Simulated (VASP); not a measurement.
# BN (P-1) in VASP: further runs

Runs on BN. Level: PBEsol. Tasks: single point.

Program: VASP 6.6.1. These are calculated values, not measurements. Logs are shortened: lines on timing, memory, paths and dates and some standing lists are left out, and cuts for length are marked.

## (1) The cell of the first run

The typed cell holds 4 atoms: a = 2.504 Å, b = 2.515 Å, c = 6.661 Å, α = 90.21°, β = 90.57°, γ = 120.43°.

## (2) Single point, PBEsol (equal xy, yz and zx shear strains of -1 %)

Input file INCAR:

```
SYSTEM = BN
PREC = Accurate ; ENCUT = 520
EDIFF = 1E-7 ; ISMEAR = -1
SIGMA = 0.03 ; LREAL = .FALSE.
LASPH = .TRUE. ; NELM = 60
ALGO = Normal ; ISIF = 2
LWAVE = .FALSE. ; LCHARG = .FALSE.
GGA = PS ; NBANDS = 16
```

Input file KPOINTS:

```
Automatic mesh
0
G
  11 11 4
  0 0 0
```

Input file POSCAR:

```
BN
1.0
    2.5039917043     -0.0125199585     -0.0125199585
   -1.2628384543      2.1747804061     -0.0045826229
   -0.0333060000     -0.0333060000      6.6612000000
B N
2 2
Direct
    0.3333333333      0.6666666667      0.2500000000
    0.6666666667      0.3333333333      0.7500000000
    0.3333333333      0.6666666667      0.7500000000
    0.6666666667      0.3333333333      0.2500000000
```

Potentials or basis: VASP PAW PBE potentials, release 64 (B, N).

Run with:

```sh
cat potpaw_PBE.64/B/POTCAR potpaw_PBE.64/N/POTCAR > POTCAR
mpirun -np 1 vasp_std > vasp.out
```

OUTCAR:

```text
SYSTEM = BN
   PREC = Accurate
   ENCUT = 520
   EDIFF = 1E-7
   ISMEAR = -1
   LREAL = .FALSE.
   LASPH = .TRUE.
   NELM = 60
   ISIF = 2
   GGA = PS

 ion  position               nearest neighbor table
   1  0.333  0.667  0.250-   4 1.44   4 1.45   4 1.45
   2  0.667  0.333  0.750-   3 1.44   3 1.45   3 1.45
   3  0.333  0.667  0.750-   2 1.44   2 1.45   2 1.45
   4  0.667  0.333  0.250-   1 1.44   1 1.45   1 1.45

  LATTYP: Found a triclinic cell.
 ALAT       =     2.4932156207
 B/A-ratio  =     1.0043472704
 C/A-ratio  =     2.6717972054
 COS(alpha) =     0.0099745013
 COS(beta)  =     0.0136846555
 COS(gamma) =     0.4934979113

  Lattice vectors:

 A1 = (   1.2411532500,   2.1622604476,  -0.0171025814)
 A2 = (   2.5039917043,  -0.0125199585,  -0.0125199585)
 A3 = (   0.0333060000,   0.0333060000,  -6.6612000000)

Analysis of symmetry for initial positions (statically):
=====================================================================
 Subroutine PRICEL returns:
 Original cell was already a primitive cell.

 Routine SETGRP: Setting up the symmetry group for a
 triclinic supercell.

 Subroutine GETGRP returns: Found  2 space group operations
 (whereof  2 operations were pure point group operations)
 out of a pool of  2 trial point group operations.

The static configuration has the point symmetry S_2 .

Analysis of symmetry for dynamics (positions and initial velocities):
=====================================================================
 Subroutine PRICEL returns:
 Original cell was already a primitive cell.

 Routine SETGRP: Setting up the symmetry group for a
 triclinic supercell.

 Subroutine GETGRP returns: Found  2 space group operations
 (whereof  2 operations were pure point group operations)
 out of a pool of  2 trial point group operations.

The dynamic configuration has the point symmetry S_2 .

 Subroutine INISYM returns: Found  2 space group operations
 (whereof  2 operations are pure point group operations),
 and found     1 'primitive' translations

----------------------------------------------------------------------------------------

                                     Primitive cell

  volume of cell :      36.1673

  direct lattice vectors                    reciprocal lattice vectors
     2.503991704 -0.012519958 -0.012519958     0.400541126  0.232590492  0.003165658
    -1.262838454  2.174780406 -0.004582623     0.002317423  0.461167090  0.002317423
    -0.033306000 -0.033306000  6.661200000     0.000754425  0.000754425  0.150130645

  length of vectors
     2.504054303  2.514846273  6.661366528     0.463186304  0.461178735  0.150134436

  position of ions in fractional coordinates (direct lattice)
     0.333333333  0.666666667  0.250000000
     0.666666667  0.333333333  0.750000000
     0.333333333  0.666666667  0.750000000
     0.666666667  0.333333333  0.250000000

  ion indices of the primitive-cell ions
   primitive index   ion index
                 1           1
                 2           2
                 3           3
                 4           4

----------------------------------------------------------------------------------------

 KPOINTS: Automatic mesh

Automatic generation of k-mesh.
 Grid dimensions read from file:
 generate k-points for:   11   11    4

 Generating k-lattice:

  Cartesian coordinates                     Fractional coordinates (reciprocal lattice)
     0.036412830  0.021144590  0.000287787     0.090909091 -0.000000000 -0.000000000
     0.000210675  0.041924281  0.000210675     0.000000000  0.090909091  0.000000000
     0.000188606  0.000188606  0.037532661     0.000000000  0.000000000  0.250000000

  Length of vectors
     0.042107846  0.041925340  0.037533609

  Shift w.r.t. Gamma in fractional coordinates (k-lattice)
     0.000000000  0.000000000  0.000000000

 Subroutine IBZKPT returns following result:
 ===========================================

 Found    243 irreducible k-points:

 Following reciprocal coordinates:
            Coordinates               Weight
  0.000000  0.000000  0.000000      1.000000
  0.090909 -0.000000  0.000000      2.000000
  0.181818 -0.000000 -0.000000      2.000000
  0.272727  0.000000 -0.000000      2.000000
  0.363636  0.000000 -0.000000      2.000000
  0.454545  0.000000 -0.000000      2.000000
[... 16 lines left out ...]
  0.454545  0.181818  0.000000      2.000000
 -0.454545  0.181818 -0.000000      2.000000
 [... further k-points ...]
   k-points           NKPTS =    243   k-points in BZ     NKDIM =    243   number of bands    NBANDS=     16
   number of dos      NEDOS =    301   number of ions     NIONS =      4
   total plane-waves  NPLWV =  20000
   dimension x,y,z NGX =    20 NGY =   20 NGZ =   50
   dimension x,y,z NGXF=    40 NGYF=   40 NGZF=  100
   ions per type =               2   2
   NGX,Y,Z   is equivalent  to a cutoff of  13.28, 13.22, 12.48 a.u.
   NGXF,Y,Z  is equivalent  to a cutoff of  26.56, 26.44, 24.96 a.u.
 SYSTEM =  BN
   PREC   = accura    normal or accurate (medium, high low for compatibility)
   ISTART =      0    job   : 0-new  1-cont  2-samecut
   ICHARG =      2    charge: 1-file 2-atom 10-const
   ISPIN  =      1    spin polarized calculation?
   LNONCOLLINEAR =      F non collinear calculations
   LSORBIT =      F    spin-orbit coupling
   LASPH  =      T    aspherical Exc in radial PAW
   ENCUT  =  520.0 eV  38.22 Ry    6.18 a.u.   4.66  4.68 12.39*2*pi/ulx,y,z
   NELM   =     60;   NELMIN=  2; NELMDL= -5     # of ELM steps
   EDIFF  = 0.1E-06   stopping-criterion for ELM
   LREAL  =      F    real-space projection
   EDIFFG = 0.1E-05   stopping-criterion for IOM
   NSW    =      0    number of steps for IOM
   IBRION =     -1    ionic relax: 0-MD 1-quasi-New 2-CG
   NFREE  =      0    steps in history (QN), initial steepest desc. (CG)
   ISIF   =      2    stress and relaxation
   ISYM   =      2    0-nonsym 1-usesym 2-fastsym
   POTIM  = 0.5000    time-step for ionic-motion
   TEBEG  =    0.0;   TEEND  =   0.0 temperature during run
   PSTRESS=    0.0 pullay stress
   NELECT =      16.0000    total number of electrons
   NUPDOWN=      -1.0000    fix difference up-down
   EMIN   =  10.00;   EMAX   =-10.00  energy-range for DOS
   EFERMI =   0.00;   METHOD = LEGACY
   ISMEAR =    -1;   SIGMA  =   0.03  broadening in eV -4-tet -1-fermi 0-gaus
   EFERMI_NEDOS =   21; number of points for ismear=-14 and -15
   IALGO  =     38    algorithm
   IMIX   =      4    mixing-type and parameters
     AMIX     =   0.40;   BMIX     =  1.00
     AMIX_MAG =   1.60;   BMIX_MAG =  1.00
  volume/ion in A,a.u.               =       9.04        61.02
  Fermi-wavevector in a.u.,A,eV,Ry     =   1.247411  2.357264 21.171117  1.556033
  Thomas-Fermi vector in A             =   2.381544
   LORBIT       =      0    0 simple, 1 ext, 2 COOP (PROOUT), +10 PAW based schemes
   GGA     = PS    functional components
   LHFCALC =     F    Hartree Fock is set to
   AEXX    =    0.0000 exact exchange contribution
   IVDW    =     0    specifies the selected vdW correction
   LEPSILON=     F    determine dielectric tensor
   LRPA    =     F    only Hartree local field effects (RPA)
 non-spin polarized calculation
  energy-cutoff  :      520.00
  volume of cell :       36.17
 maximum number of plane-waves:       989
   NGX =  9   NGY =  9   NGZ = 25

 number of electron      15.9999998 magnetization

 Free energy of the ion-electron system (eV)
  ---------------------------------------------------
  ext. energy  EPLUGINS =         0.00000000
  ---------------------------------------------------
  free energy    TOTEN  =       -36.56165408 eV

  energy without entropy =      -36.56165408  energy(sigma->0) =      -36.56165408

 E-fermi :   2.8624     XC(G=0): -10.2827

 val. band max:        2.1970264045   @ k =   0.3636   0.2727   0.0000
 cond. band min:       6.3900386509   @ k =   0.4545   0.4545   0.0000
 fundamental gap:      4.1930122464
 Fermi energy:         2.8624250763

 k-point     1 :       0.0000    0.0000    0.0000
  band No.  band energies     occupation
      1     -15.5927      2.00000
      2     -15.2958      2.00000
      3      -4.1148      2.00000
      4      -1.9665      2.00000
      5       0.8352      2.00000
      6       0.8722      2.00000
[... 8 lines left out ...]
     15      14.4255      0.00000
     16      15.1592      0.00000

 k-point     2 :       0.0909   -0.0000    0.0000
  band No.  band energies     occupation
      1     -15.4287      2.00000
      2     -15.1373      2.00000
      3      -3.8895      2.00000
      4      -1.7642      2.00000
      5       0.2274      2.00000
      6       0.2571      2.00000
[... 8 lines left out ...]
     15      14.5658      0.00000
     16      15.0590      0.00000

 k-point     3 :       0.1818   -0.0000   -0.0000
  band No.  band energies     occupation
      1     -14.9469      2.00000
      2     -14.6727      2.00000
      3      -3.2231      2.00000
      4      -1.3924      2.00000
      5      -1.3537      2.00000
      6      -1.1722      2.00000
[... 8 lines left out ...]
     15      16.3220      0.00000
     16      16.3662      0.00000

 k-point     4 :       0.2727    0.0000   -0.0000
  band No.  band energies     occupation
      1     -14.1867      2.00000
      2     -13.9431      2.00000
      3      -3.3891      2.00000
      4      -3.3255      2.00000
      5      -2.1523      2.00000
      6      -1.0350      2.00000
[... 8 lines left out ...]
     15      17.5643      0.00000
     16      18.8369      0.00000
[... 324 lines left out ...]
 k-point    22 :       0.3636    0.1818   -0.0000
  band No.  band energies     occupation
      1     -12.1591      2.00000
      2     -12.0738      2.00000
      3      -6.2205      2.00000
      4      -6.1447      2.00000
      5      -3.5239      2.00000
      6      -3.4495      2.00000
[... 8 lines left out ...]
     15      16.8801      0.00000
     16      19.8656      0.00000

 k-point    23 :       0.4545    0.1818    0.0000
  band No.  band energies     occupation
      1     -12.1692      2.00000
      2     -12.0819      2.00000
      3      -6.2050      2.00000
      4      -6.1288      2.00000
      5      -3.5313      2.00000
      6      -3.4576      2.00000
[... 8 lines left out ...]
     15      16.9343      0.00000
     16      19.8620      0.00000

 k-point    24 :      -0.4545    0.1818   -0.0000
  band No.  band energies     occupation
      1     -12.8985      2.00000
      2     -12.7259      2.00000
      3      -5.1613      2.00000
      4      -5.1139      2.00000
      5      -3.0716      2.00000
      6      -3.0090      2.00000
[... 8 lines left out ...]
     15      16.8115      0.00000
     16      18.9668      0.00000

 [... further k-points ...]

------------------------ aborting loop because EDIFF is reached ----------------------------------------

  FORCE on cell =-STRESS in cart. coord.  units (eV):
  Direction    XX          YY          ZZ          XY          YZ          ZX
  --------------------------------------------------------------------------------------
  -------------------------------------------------------------------------------------
  Total        0.1782088      0.1772902      0.1601541      0.8403226      0.0057731      0.0057132
  in kB        7.8944813      7.8537859      7.0946759     37.2254896      0.2557411      0.2530874
  external PRESSURE =       7.6143144 kB  Pullay stress =       0.0000000 kB

 VOLUME and BASIS-vectors are now :
 -----------------------------------------------------------------------------
  energy-cutoff  :      520.00
  volume of cell :       36.17
      direct lattice vectors                 reciprocal lattice vectors
     2.503991704 -0.012519958 -0.012519958     0.400541126  0.232590492  0.003165658
    -1.262838454  2.174780406 -0.004582623     0.002317423  0.461167090  0.002317423
    -0.033306000 -0.033306000  6.661200000     0.000754425  0.000754425  0.150130645

 POSITION                                       TOTAL-FORCE (eV/Angst)
 -----------------------------------------------------------------------------------
     -0.01555      1.43735      1.65807         0.130419      0.003088     -0.000783
      1.22340      0.69160      4.98603        -0.130419     -0.003088      0.000783
     -0.03221      1.42070      4.98867         0.132269      0.003101     -0.000620
      1.24006      0.70825      1.65543        -0.132269     -0.003101      0.000620
 -----------------------------------------------------------------------------------
    total drift:                                0.000000     -0.000000     -0.000000

  FREE ENERGIE OF THE ION-ELECTRON SYSTEM (eV)
  ---------------------------------------------------
  free  energy   TOTEN  =       -36.5616540828 eV

  energy  without entropy=      -36.5616540828  energy(sigma->0) =      -36.56165408
```

Run time: 50 s. Hardware: 1 thread of Intel Xeon 6975P-C (Granite Rapids), shared host; peak memory 0.23 GiB.

Results:

```yaml
Free_energy: -36.5617 eV
Pressure: 0.8 GPa
Largest_force: 0.132 eV/Å
Band_gap_on_the_k_mesh: 4.19 eV (least direct gap 4.59 eV)
```

Forces in eV/Å, atoms in the order of the input:
```
B    0.130  0.003 -0.001
B   -0.130 -0.003  0.001
N    0.132  0.003 -0.001
N   -0.132 -0.003  0.001
```

Stress tensor (GPa, compression positive):
```
0.79 3.72 0.03
3.72 0.79 0.03
0.03 0.03 0.71
```

Caveat: the cell differs from its parent crystal (equal xy, yz and zx shear strains of -1 %); the PAW data sets were made with another functional, which shifts forces and pressure a little. A k mesh can miss the band edges.

## (3) Single point, PBEsol (equal xy, yz and zx shear strains of +1 %)

Input file INCAR:

```
SYSTEM = BN
  PREC = Accurate
  ENCUT = 520
  EDIFF = 1E-6
  ISMEAR = -1
  SIGMA = 0.03
  LREAL = .FALSE.
  LASPH = .TRUE.
  NELM = 60
  ALGO = Normal
  ISIF = 2
  LWAVE = .FALSE.
  LCHARG = .FALSE.
  GGA = PS
  NBANDS = 16
```

KPOINTS is that of step 2.

Input file POSCAR:

```
BN
1.0
    2.5039917043      0.0125199585      0.0125199585
   -1.2411532501      2.1622604475      0.0045826229
    0.0333060000      0.0333060000      6.6612000000
B N
2 2
Direct
    0.3333333333      0.6666666667      0.2500000000
    0.6666666667      0.3333333333      0.7500000000
    0.3333333333      0.6666666667      0.7500000000
    0.6666666667      0.3333333333      0.2500000000
```

Potentials or basis: VASP PAW PBE potentials, release 64 (B, N).

Run with:

```sh
cat potpaw_PBE.64/B/POTCAR potpaw_PBE.64/N/POTCAR > POTCAR
mpirun -np 1 vasp_std > vasp.out
```

Run time: 49 s. Hardware: 1 thread of Intel Xeon 6975P-C (Granite Rapids), shared host; peak memory 0.23 GiB.

Results (log left out):

```yaml
Free_energy: -36.5616 eV
Pressure: 0.8 GPa
Largest_force: 0.132 eV/Å
Band_gap_on_the_k_mesh: 4.19 eV (least direct gap 4.59 eV)
```

Forces on the atoms (eV/Å):
```
B   -0.131  0.003 -0.001
B    0.131 -0.003  0.001
N   -0.132  0.003 -0.001
N    0.132 -0.003  0.001
```

Stress tensor (GPa, compression positive):
```
 0.79 -3.74 -0.06
-3.74  0.79 -0.06
-0.06 -0.06  0.71
```

Levels at points of the mesh, in eV from the valence-band top:
```
           k point  band 6  band 7  band 8  band 9  band 10  band 11
(0.00, 0.00, 0.00)   -1.33   -1.31   -1.28    5.00    10.11    11.34
(0.00, 0.00, 0.50)   -1.34   -1.30   -1.30    7.39     7.39    11.41
```

Caveat: the cell differs from its parent crystal (equal xy, yz and zx shear strains of +1 %); the PAW data sets were made with another functional, which shifts forces and pressure a little. A k mesh can miss the band edges.
